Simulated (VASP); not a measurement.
# Si62P (a cell with a defect) in VASP: single point with PBE

Aim: the single point of Si62P (a cell with a defect) with PBE.

All numbers are computed with VASP 6.6.1; they aren't measurements. Logs are shortened: lines on timing, memory, paths and dates and some standing lists are left out, and cuts for length are marked.

**1. The cell of the first run**

The cell holds a defect, 63 atoms: a = 10.860 Å, b = 10.860 Å, c = 10.860 Å, α = 90.00°, β = 90.00°, γ = 90.00°.

**2. Single point, PBE**

Input file INCAR:

```
SYSTEM = Si62P
PREC = Accurate ; ENCUT = 520
EDIFF = 1E-6 ; ISMEAR = 0
SIGMA = 0.05 ; LREAL = Auto
LASPH = .TRUE. ; NELM = 80
ALGO = Normal ; ISIF = 2
LWAVE = .FALSE. ; LCHARG = .FALSE.
GGA = PE ; NBANDS = 164
NELECT = 252.0
```

Input file KPOINTS:

```
Automatic mesh
0
G
  1 1 1
  0 0 0
```

Input file POSCAR:

```
Si62P
1.0
   10.8600000000      0.0000000000      0.0000000000
    0.0000000000     10.8600000000      0.0000000000
    0.0000000000      0.0000000000     10.8600000000
Si P
62 1
Direct
    0.5004341621      0.0009825046      0.0001591160
    0.6276837937      0.1243605893      0.1256132597
    0.7509569982      0.2514619705     -0.0013628913
    0.8764581952      0.3757627993      0.1252666667
    0.7488808471     -0.0000331492      0.2515369245
    0.8747839779      0.1257750460      0.3753798343
   -0.0059321363     -0.0012173112     -0.0050253223
    0.1217535912      0.1229687845      0.1229243094
    0.2519803867      0.2486070902      0.0034839779
    0.3787273481      0.3606620626      0.1396168508
    0.4980285451      0.4930543278      0.0083064457
    0.6239481584      0.6284902394      0.1246728361
    0.7485567219      0.7526780847     -0.0028641805
    0.8747658379      0.8722455801      0.1258565378
    0.2462330571      0.0008090239      0.2493024862
    0.5079325967      0.2341076427      0.2700766114
    0.6299593002      0.3785013812      0.3753406077
    0.7507006446      0.5043386740      0.2464501842
    0.8737612339      0.6271043278      0.3761633517
    0.6090218232      0.1327946593      0.6050057090
    0.7530384899      0.2550087477      0.4996151013
    0.8787441989      0.3756871087      0.6288934622
    0.7356579190      0.0040020258      0.7357952118
    0.8683304788      0.1231096685      0.8673396869
    0.0006561694      0.5006365562     -0.0002286372
    0.1272988950      0.6224855433      0.1268161142
    0.2484988950      0.7504917127      0.0012282689
    0.3743327808      0.8787386740      0.1272901473
    0.0004102210      0.2499374770      0.2501246777
    0.1309055249      0.3678779006      0.3771320442
    0.2516993554      0.4956655617      0.2513460405
    0.3750273481      0.6236860037      0.3747121547
    0.4974310313      0.7539698895      0.2524499079
    0.6128781768      0.8877249540      0.3774893186
   -0.0015209024      0.0000222836      0.5006217311
    0.1288127072      0.1227697053      0.6225608656
    0.2618310313      0.2383155617      0.4970906998
    0.3745023941      0.3738439227      0.6233696133
    0.5005824125      0.4998302947      0.4999056169
    0.6245923573      0.6259084715      0.6249630755
    0.7420732965      0.7567004604      0.4978855433
    0.8702744936      0.8768433702      0.6238823204
    0.2533478821     -0.0001422652      0.7481882136
    0.3759287293      0.1256351750      0.8753146409
    0.4988814917      0.2525098527      0.7492389503
    0.6261001842      0.3761804788      0.8760419890
    0.7504301105      0.5018933702      0.7497847145
    0.8755093002      0.6258322284      0.8755032228
    0.0015124309      0.7495832413      0.2502181400
    0.1263135359      0.8774166667      0.3766511050
    0.0014836096      0.4990378453      0.4995046041
    0.1244580110      0.6268278085      0.6251344383
    0.2519498158      0.7513692449      0.4983596685
    0.3743776243      0.8700635359      0.6275161142
    0.0031429098      0.2489790976      0.7505331492
    0.1274390424      0.3738373849      0.8778544199
    0.2471940147      0.5000110497      0.7494192449
    0.3737420810      0.6188505525      0.8809770718
    0.4974910681      0.7463613260      0.7529379374
    0.6233036832      0.8772814917      0.8716201657
   -0.0028937385      0.7524729282      0.7483897790
    0.1252091160      0.8738723757      0.8739144567
    0.4573425414      0.0826625230      0.4366383978
```

Potentials or basis: VASP PAW PBE potentials, release 64 (Si, P).

Launch:

```console
$ cat potpaw_PBE.64/Si/POTCAR potpaw_PBE.64/P/POTCAR > POTCAR
$ mpirun -np 1 vasp_gam > vasp.out
```

OUTCAR:

```text
SYSTEM = Si62P
   PREC = Accurate
   ENCUT = 520
   EDIFF = 1E-6
   ISMEAR = 0
   LREAL = Auto
   LASPH = .TRUE.
   NELM = 80
   ISIF = 2
   GGA = PE
   NELECT = 252.0

 ion  position               nearest neighbor table
   1  0.500  0.001  0.000-  44 2.35  60 2.35  28 2.35   2 2.36
   2  0.628  0.124  0.126-   5 2.33   1 2.36  16 2.36   3 2.37
   3  0.751  0.251  0.999-  46 2.33   4 2.36   2 2.37  24 2.37
   4  0.876  0.376  0.125-  25 2.35  29 2.35  18 2.36   3 2.36
   5  0.749  1.000  0.252-   2 2.33  34 2.35   6 2.35  14 2.38
   6  0.875  0.126  0.375-  35 2.35  29 2.35  21 2.35   5 2.35
   7  0.994  0.999  0.995-  14 2.36  62 2.37  24 2.37   8 2.38
   8  0.122  0.123  0.123-  15 2.34   9 2.35  29 2.36   7 2.38
   9  0.252  0.249  0.003-  44 2.35  56 2.35   8 2.35  10 2.36
  10  0.379  0.361  0.140-  31 2.35   9 2.36  11 2.40  16 2.42
  11  0.498  0.493  0.008-  58 2.37  46 2.37  12 2.37  10 2.40
  12  0.624  0.628  0.125-  18 2.34  13 2.36  11 2.37  33 2.38
  13  0.749  0.753  0.997-  14 2.35  60 2.35  48 2.35  12 2.36
  14  0.875  0.872  0.126-  49 2.34  13 2.35   7 2.36   5 2.38
  15  0.246  0.001  0.249-  50 2.32  28 2.33   8 2.34
  16  0.508  0.234  0.270-  17 2.35   2 2.36  10 2.42  63 2.51
  17  0.630  0.379  0.375-  21 2.33  16 2.35  39 2.35  18 2.36
  18  0.751  0.504  0.246-  12 2.34  17 2.36   4 2.36  19 2.36
  19  0.874  0.627  0.376-  18 2.36  49 2.36  51 2.38  41 2.40
  20  0.609  0.133  0.605-  21 2.35  45 2.36  23 2.42  63 2.52
  21  0.753  0.255  0.500-  17 2.33  20 2.35   6 2.35  22 2.36
[... 30 lines left out ...]
  52  0.124  0.627  0.625-  57 2.34  61 2.36  51 2.36  53 2.38
  53  0.252  0.751  0.498-  54 2.32  50 2.34  32 2.35  52 2.38
  54  0.374  0.870  0.628-  53 2.32  43 2.33  59 2.33
  55  0.003  0.249  0.751-  22 2.34  56 2.36  24 2.37  36 2.38
  56  0.127  0.374  0.878-  57 2.35   9 2.35  25 2.35  55 2.36
  57  0.247  0.500  0.749-  52 2.34  56 2.35  58 2.37  38 2.38
  58  0.374  0.619  0.881-  57 2.37  27 2.37  11 2.37  59 2.38
  59  0.497  0.746  0.753-  54 2.33  40 2.36  60 2.36  58 2.38
  60  0.623  0.877  0.872-   1 2.35  13 2.35  59 2.36  23 2.36
  61  0.997  0.752  0.748-  62 2.35  48 2.35  42 2.36  52 2.36
  62  0.125  0.874  0.874-  27 2.35  61 2.35   7 2.37  43 2.38
  63  0.457  0.083  0.437-  16 2.51  20 2.52  34 2.78  37 2.79

  LATTYP: Found a simple cubic cell.
 ALAT       =    10.8600000000

  Lattice vectors:

 A1 = (  10.8600000000,   0.0000000000,   0.0000000000)
 A2 = (   0.0000000000,  10.8600000000,   0.0000000000)
 A3 = (   0.0000000000,   0.0000000000,  10.8600000000)

Analysis of symmetry for initial positions (statically):
=====================================================================
 Subroutine PRICEL returns:
 Original cell was already a primitive cell.

 Routine SETGRP: Setting up the symmetry group for a
 simple cubic supercell.

 Subroutine GETGRP returns: Found  1 space group operations
 (whereof  1 operations were pure point group operations)
 out of a pool of 48 trial point group operations.

The static configuration has the point symmetry C_1 .

Analysis of symmetry for dynamics (positions and initial velocities):
=====================================================================
 Subroutine PRICEL returns:
 Original cell was already a primitive cell.

 Routine SETGRP: Setting up the symmetry group for a
 simple cubic supercell.

 Subroutine GETGRP returns: Found  1 space group operations
 (whereof  1 operations were pure point group operations)
 out of a pool of 48 trial point group operations.

The dynamic configuration has the point symmetry C_1 .

 Subroutine INISYM returns: Found  1 space group operations
 (whereof  1 operations are pure point group operations),
 and found     1 'primitive' translations

----------------------------------------------------------------------------------------

                                     Primitive cell

  volume of cell :    1280.8241

  direct lattice vectors                    reciprocal lattice vectors
    10.860000000  0.000000000  0.000000000     0.092081031  0.000000000  0.000000000
     0.000000000 10.860000000  0.000000000     0.000000000  0.092081031  0.000000000
     0.000000000  0.000000000 10.860000000     0.000000000  0.000000000  0.092081031

  length of vectors
    10.860000000 10.860000000 10.860000000     0.092081031  0.092081031  0.092081031

  position of ions in fractional coordinates (direct lattice)
     0.500434162  0.000982505  0.000159116
     0.627683794  0.124360589  0.125613260
     0.750956998  0.251461971  0.998637109
     0.876458195  0.375762799  0.125266667
     0.748880847  0.999966851  0.251536925
     0.874783978  0.125775046  0.375379834
[... 55 lines left out ...]
     0.125209116  0.873872376  0.873914457
     0.457342541  0.082662523  0.436638398

  ion indices of the primitive-cell ions
   primitive index   ion index
                 1           1
                 2           2
                 3           3
                 4           4
                 5           5
                 6           6
[... 55 lines left out ...]
                62          62
                63          63

----------------------------------------------------------------------------------------

 KPOINTS: Automatic mesh

Automatic generation of k-mesh.
 Grid dimensions read from file:
 generate k-points for:    1    1    1

 Generating k-lattice:

  Cartesian coordinates                     Fractional coordinates (reciprocal lattice)
     0.092081031  0.000000000  0.000000000     1.000000000  0.000000000  0.000000000
     0.000000000  0.092081031  0.000000000     0.000000000  1.000000000  0.000000000
     0.000000000  0.000000000  0.092081031     0.000000000  0.000000000  1.000000000

  Length of vectors
     0.092081031  0.092081031  0.092081031

  Shift w.r.t. Gamma in fractional coordinates (k-lattice)
     0.000000000  0.000000000  0.000000000

 Subroutine IBZKPT returns following result:
 ===========================================

 Found      1 irreducible k-points:

 Following reciprocal coordinates:
            Coordinates               Weight
  0.000000  0.000000  0.000000      1.000000
   k-points           NKPTS =      1   k-points in BZ     NKDIM =      1   number of bands    NBANDS=    164
   number of dos      NEDOS =    301   number of ions     NIONS =     63
   total plane-waves  NPLWV = 592704
   dimension x,y,z NGX =    84 NGY =   84 NGZ =   84
   dimension x,y,z NGXF=   168 NGYF=  168 NGZF=  168
   ions per type =              62   1
   NGX,Y,Z   is equivalent  to a cutoff of  12.86, 12.86, 12.86 a.u.
   NGXF,Y,Z  is equivalent  to a cutoff of  25.72, 25.72, 25.72 a.u.
 SYSTEM =  Si62P
   PREC   = accura    normal or accurate (medium, high low for compatibility)
   ISTART =      0    job   : 0-new  1-cont  2-samecut
   ICHARG =      2    charge: 1-file 2-atom 10-const
   ISPIN  =      1    spin polarized calculation?
   LNONCOLLINEAR =      F non collinear calculations
   LSORBIT =      F    spin-orbit coupling
   LASPH  =      T    aspherical Exc in radial PAW
   ENCUT  =  520.0 eV  38.22 Ry    6.18 a.u.  20.19 20.19 20.19*2*pi/ulx,y,z
   NELM   =     80;   NELMIN=  2; NELMDL= -5     # of ELM steps
   EDIFF  = 0.1E-05   stopping-criterion for ELM
   LREAL  =      T    real-space projection
   EDIFFG = 0.1E-04   stopping-criterion for IOM
   NSW    =      0    number of steps for IOM
   IBRION =     -1    ionic relax: 0-MD 1-quasi-New 2-CG
   NFREE  =      0    steps in history (QN), initial steepest desc. (CG)
   ISIF   =      2    stress and relaxation
   ISYM   =      2    0-nonsym 1-usesym 2-fastsym
   POTIM  = 0.5000    time-step for ionic-motion
   TEBEG  =    0.0;   TEEND  =   0.0 temperature during run
   PSTRESS=    0.0 pullay stress
   NELECT =     252.0000    total number of electrons
   NUPDOWN=      -1.0000    fix difference up-down
   EMIN   =  10.00;   EMAX   =-10.00  energy-range for DOS
   EFERMI =   0.00;   METHOD = LEGACY
   ISMEAR =     0;   SIGMA  =   0.05  broadening in eV -4-tet -1-fermi 0-gaus
   EFERMI_NEDOS =   21; number of points for ismear=-14 and -15
   IALGO  =     38    algorithm
   IMIX   =      4    mixing-type and parameters
     AMIX     =   0.40;   BMIX     =  1.00
     AMIX_MAG =   1.60;   BMIX_MAG =  1.00
  volume/ion in A,a.u.               =      20.33       137.20
  Fermi-wavevector in a.u.,A,eV,Ry     =   0.952164  1.799329 12.335269  0.906617
  Thomas-Fermi vector in A             =   2.080702
   LORBIT       =      0    0 simple, 1 ext, 2 COOP (PROOUT), +10 PAW based schemes
   GGA     = PE    functional components
   LHFCALC =     F    Hartree Fock is set to
   AEXX    =    0.0000 exact exchange contribution
   IVDW    =     0    specifies the selected vdW correction
   LEPSILON=     F    determine dielectric tensor
   LRPA    =     F    only Hartree local field effects (RPA)
 non-spin polarized calculation
 Gauss-broadening in eV      SIGMA  =   0.05
  energy-cutoff  :      520.00
  volume of cell :     1280.82
 maximum number of plane-waves:     17229
 NGX is ok and might be reduce to    84
   NGX = 41   NGY = 41   NGZ = 41

 number of electron     251.9999997 magnetization

 Free energy of the ion-electron system (eV)
  ---------------------------------------------------
  ext. energy  EPLUGINS =         0.00000000
  ---------------------------------------------------
  free energy    TOTEN  =      -337.80069062 eV

  energy without entropy =     -337.80031872  energy(sigma->0) =     -337.80050467

 E-fermi :   5.9618     XC(G=0):  -9.3338

 val. band max:        5.8497075268   @ k =   0.0000   0.0000   0.0000
 cond. band min:       6.0738045530   @ k =   0.0000   0.0000   0.0000
 fundamental gap:      0.2240970262
 Fermi energy:         5.9617560397

 k-point     1 :       0.0000    0.0000    0.0000
  band No.  band energies     occupation
      1      -6.2158      2.00000
      2      -5.3766      2.00000
      3      -5.1379      2.00000
      4      -5.1156      2.00000
      5      -5.1114      2.00000
      6      -5.0980      2.00000
[... 130 lines left out ...]
    137       6.9223      0.00000
    138       6.9425      0.00000
 [bands above 138 left out]

------------------------ aborting loop because EDIFF is reached ----------------------------------------

  FORCE on cell =-STRESS in cart. coord.  units (eV):
  Direction    XX          YY          ZZ          XY          YZ          ZX
  --------------------------------------------------------------------------------------
  -------------------------------------------------------------------------------------
  Total        0.3148971      0.4170471     -0.2183356      2.0887324     -1.3488648      0.7977189
  in kB        0.3939035      0.5216825     -0.2731151      2.6127864     -1.6872892      0.9978631
  external PRESSURE =       0.2141569 kB  Pullay stress =       0.0000000 kB

 VOLUME and BASIS-vectors are now :
 -----------------------------------------------------------------------------
  energy-cutoff  :      520.00
  volume of cell :     1280.82
      direct lattice vectors                 reciprocal lattice vectors
    10.860000000  0.000000000  0.000000000     0.092081031  0.000000000  0.000000000
     0.000000000 10.860000000  0.000000000     0.000000000  0.092081031  0.000000000
     0.000000000  0.000000000 10.860000000     0.000000000  0.000000000  0.092081031

 POSITION                                       TOTAL-FORCE (eV/Angst)
 -----------------------------------------------------------------------------------
      5.43472      0.01067      0.00173         0.001807      0.003841     -0.001023
      6.81665      1.35056      1.36416        -0.002202     -0.005426      0.000652
      8.15539      2.73088     10.84520        -0.000550      0.000322      0.004488
      9.51834      4.08078      1.36040         0.001062      0.001171      0.001159
      8.13285     10.85964      2.73169         0.001199      0.003041     -0.001846
      9.50015      1.36592      4.07663         0.000451     -0.001266      0.000744
[... 55 lines left out ...]
      1.35977      9.49025      9.49071        -0.000979     -0.003966     -0.000762
      4.96674      0.89771      4.74189         0.002180      0.015136      0.002358
 -----------------------------------------------------------------------------------
    total drift:                                0.014126      0.003143     -0.009373

  FREE ENERGIE OF THE ION-ELECTRON SYSTEM (eV)
  ---------------------------------------------------
  free  energy   TOTEN  =      -337.8006906182 eV

  energy  without entropy=     -337.8003187227  energy(sigma->0) =     -337.80050467
```

Run time: 9.1 min. Hardware: 1 thread of Oxide Virtual Turin-like, shared host; peak memory 1 GiB.

What came out:

| Property | Result |
| --- | --- |
| Free energy | -337.8007 eV |
| Largest force | 0.018 eV/Å |

Forces in eV/Å, atoms in the order of the input:
```
Si   0.002  0.004 -0.001
Si  -0.002 -0.005  0.001
Si  -0.001  0.000  0.004
Si   0.001  0.001  0.001
Si   0.001  0.003 -0.002
Si   0.000 -0.001  0.001
Si   0.001  0.005 -0.001
Si   0.000 -0.002  0.003
Si   0.002 -0.002  0.005
Si  -0.008  0.003 -0.002
Si   0.005  0.002 -0.001
Si  -0.004 -0.002 -0.003
Si   0.001  0.004  0.000
Si   0.000 -0.001  0.002
Si  -0.011 -0.007 -0.013
Si   0.004 -0.001  0.002
Si   0.001 -0.002  0.003
Si  -0.003  0.000  0.000
Si  -0.004 -0.002 -0.002
Si  -0.002  0.001 -0.002
Si   0.002  0.004  0.001
Si  -0.001 -0.004 -0.001
Si  -0.001  0.002  0.001
Si  -0.001  0.002 -0.003
Si   0.003  0.002 -0.001
Si  -0.002 -0.002 -0.002
Si   0.005  0.002 -0.001
Si   0.001 -0.002  0.001
Si   0.004 -0.001  0.003
Si  -0.001 -0.003 -0.007
Si   0.001 -0.004  0.003
Si  -0.003 -0.002 -0.001
Si  -0.001  0.004  0.001
Si   0.004 -0.008 -0.004
Si   0.003  0.001  0.000
Si  -0.004 -0.002  0.003
Si   0.001  0.005  0.005
Si   0.000 -0.001  0.000
Si   0.004  0.001 -0.001
Si  -0.003 -0.001  0.001
Si   0.004 -0.002  0.001
Si  -0.002  0.002 -0.002
Si   0.001  0.002  0.000
Si   0.000  0.000  0.002
Si   0.000  0.004 -0.001
Si  -0.002 -0.002  0.002
Si   0.002 -0.002  0.001
Si  -0.001  0.001  0.001
Si   0.002  0.003  0.002
Si  -0.001 -0.002  0.001
Si  -0.001  0.002  0.001
Si  -0.003 -0.002  0.000
Si  -0.001  0.000  0.001
Si   0.002 -0.004 -0.001
Si   0.005  0.000  0.001
Si  -0.001  0.000  0.000
Si   0.001  0.001 -0.003
Si  -0.004 -0.001 -0.002
Si   0.005 -0.001  0.002
Si  -0.003 -0.004  0.004
Si   0.000  0.005  0.000
Si  -0.001 -0.004 -0.001
P    0.002  0.015  0.002
```

Caveat: the k points lie up to 0.58 Å⁻¹ apart; the cell carries a net charge on a neutralising background, which shifts energy and pressure; the cell is charged against a uniform background, so pressure and absolute levels hang on convention.
